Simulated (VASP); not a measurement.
# Li27TeF26 (a cell with a defect) in VASP: single point with PBE

Aim: the single point of Li27TeF26 (a cell with a defect) with PBE.

Program: VASP 6.6.1. These are calculated values, not measurements. Logs are shortened: lines on timing, memory, paths and dates and some standing lists are left out, and cuts for length are marked.

## Step 1: The cell of the first run

The cell holds a defect, 54 atoms: a = 8.545 Å, b = 8.545 Å, c = 8.545 Å, α = 60.00°, β = 60.00°, γ = 60.00°.

## Step 2: Single point, PBE

Input file INCAR:

```
ALGO = Normal
EDIFF = 1E-6
ENCUT = 520
GGA = PE
ISIF = 2
ISMEAR = -1
LASPH = T
LCHARG = T
LELF = T
LREAL = Auto
LVHAR = T
LWAVE = F
NBANDS = 168
NELECT = 270.0
NELM = 80
PREC = Accurate
SIGMA = 0.01
```

Input file KPOINTS:

```
k-points
0
Gamma
  3 3 3
```

Input file POSCAR:

```
Li27TeF26
1.0
    0.0000000000      6.0420000000      6.0420000000
    6.0420000000      0.0000000000      6.0420000000
    6.0420000000      6.0420000000      0.0000000000
Li Te F
27 1 26
Direct
    0.0022372465      0.0022372465      0.0022372465
   -0.0257038412     -0.0257038412      0.3590371746
    0.0022372465      0.0022372465      0.6599549272
   -0.0257038412      0.3590371746     -0.0257038412
   -0.0257038412      0.3590371746      0.3590371746
    0.0030335341      0.3302997992      0.6666666667
    0.0022372465      0.6599549272      0.0022372465
    0.0030335341      0.6666666667      0.3302997992
    0.0030335341      0.6666666667      0.6666666667
    0.3590371746     -0.0257038412     -0.0257038412
    0.3590371746     -0.0257038412      0.3590371746
    0.3302997992      0.0030335341      0.6666666667
    0.3590371746      0.3590371746     -0.0257038412
    0.3310960868      0.3310960868      0.3310960868
    0.3310960868      0.3310960868      0.6733784062
    0.3302997992      0.6666666667      0.0030335341
    0.3310960868      0.6733784062      0.3310960868
    0.3302997992      0.6666666667      0.6666666667
    0.6599549272      0.0022372465      0.0022372465
    0.6666666667      0.0030335341      0.3302997992
    0.6666666667      0.0030335341      0.6666666667
    0.6666666667      0.3302997992      0.0030335341
    0.6733784062      0.3310960868      0.3310960868
    0.6666666667      0.3302997992      0.6666666667
    0.6666666667      0.6666666667      0.0030335341
    0.6666666667      0.6666666667      0.3302997992
    0.6666666667      0.6666666667      0.6666666667
    0.1666666667      0.1666666667      0.1666666667
    0.1666666667      0.1666666667      0.5192522087
    0.1666666667      0.1666666667      0.8140811246
    0.1666666667      0.5192522087      0.1666666667
    0.1635687639      0.5010326342      0.5010326342
    0.1666666667      0.5192522087      0.8140811246
    0.1666666667      0.8140811246      0.1666666667
    0.1666666667      0.8140811246      0.5192522087
    0.1697645694      0.8323006991      0.8323006991
    0.5192522087      0.1666666667      0.1666666667
    0.5010326342      0.1635687639      0.5010326342
    0.5192522087      0.1666666667      0.8140811246
    0.5010326342      0.5010326342      0.1635687639
    0.5010326342      0.5010326342      0.5010326342
    0.5059771587      0.5059771587      0.8273561747
    0.5192522087      0.8140811246      0.1666666667
    0.5059771587      0.8273561747      0.5059771587
    0.5059771587      0.8273561747      0.8273561747
    0.8140811246      0.1666666667      0.1666666667
    0.8140811246      0.1666666667      0.5192522087
    0.8323006991      0.1697645694      0.8323006991
    0.8140811246      0.5192522087      0.1666666667
    0.8273561747      0.5059771587      0.5059771587
    0.8273561747      0.5059771587      0.8273561747
    0.8323006991      0.8323006991      0.1697645694
    0.8273561747      0.8273561747      0.5059771587
    0.8323006991      0.8323006991      0.8323006991
```

Potentials or basis: VASP PAW PBE potentials, release 64 (Li_sv, Te, F).

Started as:

```console
$ cat potpaw_PBE.64/Li_sv/POTCAR potpaw_PBE.64/Te/POTCAR potpaw_PBE.64/F/POTCAR > POTCAR
$ mpirun -np 1 vasp_std > vasp.out
```

OUTCAR:

```text
EDIFF = 1E-6
   ENCUT = 520
   GGA = PE
   ISIF = 2
   ISMEAR = -1
   LASPH = T
   LREAL = Auto
   NELECT = 270.0
   NELM = 80
   PREC = Accurate

 ion  position               nearest neighbor table
   1  0.002  0.002  0.002-  34 2.00  46 2.00  30 2.00  36 2.05  48 2.05  52 2.05
   2  0.974  0.974  0.359-  53 1.78  47 2.14  35 2.14  34 2.14  46 2.14  28 2.32
   3  0.002  0.002  0.660-  35 2.00  47 2.00  29 2.00  54 2.05  48 2.05  36 2.05
   4  0.974  0.359  0.974-  51 1.78  49 2.14  33 2.14  30 2.14  46 2.14  28 2.32
   5  0.974  0.359  0.359-  50 1.78  31 2.14  29 2.14  49 2.14  47 2.14  28 2.32
   6  0.003  0.330  0.667-  29 1.88  30 1.88  48 2.00  32 2.00  50 2.03  51 2.03
[... 46 lines left out ...]
  53  0.827  0.827  0.506-   2 1.78  27 1.94  21 2.03   9 2.03   8 2.03  20 2.03
  54  0.832  0.832  0.832-   9 2.00  21 2.00  25 2.00   7 2.05  19 2.05   3 2.05

  LATTYP: Found a face centered cubic cell.
 ALAT       =    12.0840000000

  Lattice vectors:

 A1 = (   0.0000000000,   6.0420000000,   6.0420000000)
 A2 = (   6.0420000000,   0.0000000000,   6.0420000000)
 A3 = (   6.0420000000,   6.0420000000,   0.0000000000)

Analysis of symmetry for initial positions (statically):
=====================================================================
 Subroutine PRICEL returns:
 Original cell was already a primitive cell.

 Routine SETGRP: Setting up the symmetry group for a
 face centered cubic supercell.

 Subroutine GETGRP returns: Found 48 space group operations
 (whereof  6 operations were pure point group operations)
 out of a pool of 48 trial point group operations.

The static configuration has the point symmetry C_3v.
 The point group associated with its full space group is O_h .

Analysis of symmetry for dynamics (positions and initial velocities):
=====================================================================
 Subroutine PRICEL returns:
 Original cell was already a primitive cell.

 Routine SETGRP: Setting up the symmetry group for a
 face centered cubic supercell.

 Subroutine GETGRP returns: Found 48 space group operations
 (whereof  6 operations were pure point group operations)
 out of a pool of 48 trial point group operations.

The dynamic configuration has the point symmetry C_3v.
 The point group associated with its full space group is O_h .

 Subroutine INISYM returns: Found 48 space group operations
 (whereof  6 operations are pure point group operations),
 and found     1 'primitive' translations

----------------------------------------------------------------------------------------

                                     Primitive cell

  volume of cell :     441.1357

  direct lattice vectors                    reciprocal lattice vectors
     0.000000000  6.042000000  6.042000000    -0.082754055  0.082754055  0.082754055
     6.042000000  0.000000000  6.042000000     0.082754055 -0.082754055  0.082754055
     6.042000000  6.042000000  0.000000000     0.082754055  0.082754055 -0.082754055

  length of vectors
     8.544678344  8.544678344  8.544678344     0.143334228  0.143334228  0.143334228

  position of ions in fractional coordinates (direct lattice)
     0.002237247  0.002237247  0.002237247
     0.974296159  0.974296159  0.359037175
     0.002237247  0.002237247  0.659954927
     0.974296159  0.359037175  0.974296159
     0.974296159  0.359037175  0.359037175
     0.003033534  0.330299799  0.666666667
[... 46 lines left out ...]
     0.827356175  0.827356175  0.505977159
     0.832300699  0.832300699  0.832300699

  ion indices of the primitive-cell ions
   primitive index   ion index
                 1           1
                 2           2
                 3           3
                 4           4
                 5           5
                 6           6
[... 46 lines left out ...]
                53          53
                54          54

----------------------------------------------------------------------------------------

 KPOINTS: k-points

Automatic generation of k-mesh.
 Grid dimensions read from file:
 generate k-points for:    3    3    3

 Generating k-lattice:

  Cartesian coordinates                     Fractional coordinates (reciprocal lattice)
    -0.027584685  0.027584685  0.027584685     0.333333333  0.000000000  0.000000000
     0.027584685 -0.027584685  0.027584685     0.000000000  0.333333333  0.000000000
     0.027584685  0.027584685 -0.027584685     0.000000000  0.000000000  0.333333333

  Length of vectors
     0.047778076  0.047778076  0.047778076

  Shift w.r.t. Gamma in fractional coordinates (k-lattice)
     0.000000000  0.000000000  0.000000000

 Subroutine IBZKPT returns following result:
 ===========================================

 Found      4 irreducible k-points:

 Following reciprocal coordinates:
            Coordinates               Weight
  0.000000  0.000000  0.000000      1.000000
  0.333333  0.000000  0.000000      8.000000
  0.333333  0.333333  0.000000      6.000000
 -0.333333  0.333333  0.000000     12.000000
   k-points           NKPTS =      4   k-points in BZ     NKDIM =      4   number of bands    NBANDS=    168
   number of dos      NEDOS =    301   number of ions     NIONS =     54
   total plane-waves  NPLWV = 262144
   dimension x,y,z NGX =    64 NGY =   64 NGZ =   64
   dimension x,y,z NGXF=   128 NGYF=  128 NGZF=  128
   ions per type =              27   1  26
   NGX,Y,Z   is equivalent  to a cutoff of  12.45, 12.45, 12.45 a.u.
   NGXF,Y,Z  is equivalent  to a cutoff of  24.90, 24.90, 24.90 a.u.
 SYSTEM =  unknown system
   PREC   = accura    normal or accurate (medium, high low for compatibility)
   ISTART =      0    job   : 0-new  1-cont  2-samecut
   ICHARG =      2    charge: 1-file 2-atom 10-const
   ISPIN  =      1    spin polarized calculation?
   LNONCOLLINEAR =      F non collinear calculations
   LSORBIT =      F    spin-orbit coupling
   LASPH  =      T    aspherical Exc in radial PAW
   ENCUT  =  520.0 eV  38.22 Ry    6.18 a.u.  15.89 15.89 15.89*2*pi/ulx,y,z
   NELM   =     80;   NELMIN=  2; NELMDL= -5     # of ELM steps
   EDIFF  = 0.1E-05   stopping-criterion for ELM
   LREAL  =      T    real-space projection
   EDIFFG = 0.1E-04   stopping-criterion for IOM
   NSW    =      0    number of steps for IOM
[... 5 lines left out ...]
   TEBEG  =    0.0;   TEEND  =   0.0 temperature during run
   PSTRESS=    0.0 pullay stress
   NELECT =     270.0000    total number of electrons
   NUPDOWN=      -1.0000    fix difference up-down
   EMIN   =  10.00;   EMAX   =-10.00  energy-range for DOS
   EFERMI =   0.00;   METHOD = LEGACY
   ISMEAR =    -1;   SIGMA  =   0.01  broadening in eV -4-tet -1-fermi 0-gaus
   EFERMI_NEDOS =   21; number of points for ismear=-14 and -15
   IALGO  =     38    algorithm
   IMIX   =      4    mixing-type and parameters
     AMIX     =   0.40;   BMIX     =  1.00
     AMIX_MAG =   1.60;   BMIX_MAG =  1.00
  volume/ion in A,a.u.               =       8.17        55.13
  Fermi-wavevector in a.u.,A,eV,Ry     =   1.389970  2.626662 26.286674  1.932016
  Thomas-Fermi vector in A             =   2.513950
   LORBIT       =      0    0 simple, 1 ext, 2 COOP (PROOUT), +10 PAW based schemes
   GGA     = PE    functional components
   LHFCALC =     F    Hartree Fock is set to
   AEXX    =    0.0000 exact exchange contribution
   IVDW    =     0    specifies the selected vdW correction
   LEPSILON=     F    determine dielectric tensor
   LRPA    =     F    only Hartree local field effects (RPA)
 non-spin polarized calculation
  energy-cutoff  :      520.00
  volume of cell :      441.14
 maximum number of plane-waves:     11935
   NGX = 31   NGY = 31   NGZ = 31

 number of electron     269.9999990 magnetization

 Free energy of the ion-electron system (eV)
  ---------------------------------------------------
  ext. energy  EPLUGINS =         0.00000000
  ---------------------------------------------------
  free energy    TOTEN  =      -245.61272257 eV

  energy without entropy =     -245.61272257  energy(sigma->0) =     -245.61272257

 E-fermi :   4.6897     XC(G=0): -10.2134

 val. band max:        4.3577389705   @ k =   0.0000   0.0000   0.0000
 cond. band min:       8.7402143195   @ k =   0.0000   0.0000   0.0000
 fundamental gap:      4.3824753491
 Fermi energy:         4.6896699584

 k-point     1 :       0.0000    0.0000    0.0000
  band No.  band energies     occupation
      1     -41.4931      2.00000
      2     -41.4708      2.00000
      3     -41.4699      2.00000
      4     -41.4620      2.00000
      5     -41.4620      2.00000
      6     -41.4620      2.00000
[... 139 lines left out ...]
    146      12.1618      0.00000
    147      12.2532      0.00000

 k-point     2 :       0.3333    0.0000    0.0000
  band No.  band energies     occupation
      1     -41.4879      2.00000
      2     -41.4760      2.00000
      3     -41.4717      2.00000
      4     -41.4611      2.00000
      5     -41.4611      2.00000
      6     -41.4604      2.00000
[... 139 lines left out ...]
    146      11.4443      0.00000
    147      11.4482      0.00000

 k-point     3 :       0.3333    0.3333    0.0000
  band No.  band energies     occupation
      1     -41.4864      2.00000
      2     -41.4739      2.00000
      3     -41.4739      2.00000
      4     -41.4632      2.00000
      5     -41.4632      2.00000
      6     -41.4620      2.00000
[... 139 lines left out ...]
    146      11.4769      0.00000
    147      11.7271      0.00000

 k-point     4 :      -0.3333    0.3333    0.0000
  band No.  band energies     occupation
      1     -41.4814      2.00000
      2     -41.4790      2.00000
      3     -41.4752      2.00000
      4     -41.4639      2.00000
      5     -41.4620      2.00000
      6     -41.4606      2.00000
[... 139 lines left out ...]
    146      11.3362      0.00000
    147      11.4302      0.00000
 [bands above 147 left out]

------------------------ aborting loop because EDIFF is reached ----------------------------------------

  FORCE on cell =-STRESS in cart. coord.  units (eV):
  Direction    XX          YY          ZZ          XY          YZ          ZX
  --------------------------------------------------------------------------------------
  -------------------------------------------------------------------------------------
  Total       37.2385506     37.2385506     37.2385506      0.0000000      0.0000000     -0.0000000
  in kB      135.2481063    135.2481063    135.2481063      0.0000000      0.0000000     -0.0000000
  external PRESSURE =     135.2481063 kB  Pullay stress =       0.0000000 kB

 VOLUME and BASIS-vectors are now :
 -----------------------------------------------------------------------------
  energy-cutoff  :      520.00
  volume of cell :      441.14
      direct lattice vectors                 reciprocal lattice vectors
     0.000000000  6.042000000  6.042000000    -0.082754055  0.082754055  0.082754055
     6.042000000  0.000000000  6.042000000     0.082754055 -0.082754055  0.082754055
     6.042000000  6.042000000  0.000000000     0.082754055  0.082754055 -0.082754055

 POSITION                                       TOTAL-FORCE (eV/Angst)
 -----------------------------------------------------------------------------------
      0.02703      0.02703      0.02703         0.000337      0.000337      0.000337
      8.05600      8.05600     11.77339        -0.000000      0.000000     -0.005528
      4.00097      4.00097      0.02703        -0.000337     -0.000337      0.000337
      8.05600     11.77339      8.05600        -0.000000     -0.005528      0.000000
      4.33861      8.05600      8.05600         0.005528      0.000000      0.000000
      6.02367      4.04633      2.01400         0.014986     -0.014986      0.000000
[... 46 lines left out ...]
      8.05600      8.05600      9.99777        -0.000000      0.000000     -0.024630
     10.05752     10.05752     10.05752         0.007360      0.007360      0.007360
 -----------------------------------------------------------------------------------
    total drift:                               -0.000038     -0.000038     -0.000035

  FREE ENERGIE OF THE ION-ELECTRON SYSTEM (eV)
  ---------------------------------------------------
  free  energy   TOTEN  =      -245.6127225668 eV

  energy  without entropy=     -245.6127225668  energy(sigma->0) =     -245.61272257
```

Wall time 9.9 min (1 thread of Intel Xeon Platinum 8375C at 2.90GHz (Ice Lake), shared host); peak memory 0.66 GiB.

What came out:

```
Free energy   : -245.6127 eV
Largest force : 0.025 eV/Å
```

Forces in eV/Å, atoms in the order of the input:
```
Li   0.000  0.000  0.000
Li   0.000  0.000 -0.006
Li   0.000  0.000  0.000
Li   0.000 -0.006  0.000
Li   0.006  0.000  0.000
Li   0.015 -0.015  0.000
Li   0.000  0.000  0.000
Li   0.015  0.000 -0.015
Li   0.000 -0.015 -0.015
Li  -0.006  0.000  0.000
Li   0.000  0.006  0.000
Li  -0.015  0.015  0.000
Li   0.000  0.000  0.006
Li   0.000  0.000  0.000
Li   0.000  0.000  0.000
Li  -0.015  0.000  0.015
Li   0.000  0.000  0.000
Li   0.000  0.015  0.015
Li   0.000  0.000  0.000
Li   0.000  0.015 -0.015
Li  -0.015  0.000 -0.015
Li   0.000 -0.015  0.015
Li   0.000  0.000  0.000
Li   0.015  0.000  0.015
Li  -0.015 -0.015  0.000
Li   0.015  0.015  0.000
Li   0.000  0.000  0.000
Te   0.000  0.000  0.000
F   -0.003 -0.003  0.000
F    0.003  0.003  0.000
F   -0.003  0.000 -0.003
F   -0.007  0.007  0.007
F    0.000  0.003 -0.003
F    0.003  0.000  0.003
F    0.000 -0.003  0.003
F    0.007 -0.007 -0.007
F    0.000 -0.003 -0.003
F    0.007 -0.007  0.007
F    0.003  0.000 -0.003
F    0.007  0.007 -0.007
F   -0.007 -0.007 -0.007
F    0.000  0.000  0.025
F    0.003 -0.003  0.000
F    0.000  0.025  0.000
F   -0.025  0.000  0.000
F    0.000  0.003  0.003
F   -0.003  0.000  0.003
F   -0.007  0.007 -0.007
F   -0.003  0.003  0.000
F    0.025  0.000  0.000
F    0.000 -0.025  0.000
F   -0.007 -0.007  0.007
F    0.000  0.000 -0.025
F    0.007  0.007  0.007
```

Levels at points of the mesh, in eV from the Fermi level:
```tsv
k point	band 133	band 134	band 135	band 136	band 137	band 138
(0.00, 0.00, 0.00)	-0.33	-0.33	-0.33	4.05	5.21	5.21
```

Caveat: the cell carries a net charge on a neutralising background, which shifts energy and pressure; the cell is charged against a uniform background, so pressure and absolute levels hang on convention; the cutoff is under 1.25 times the usual one of these potentials, so pressure, stress and relaxed cells hold a basis-set (Pulay) error; spin-orbit coupling is left out, which moves the levels of the heavy elements.
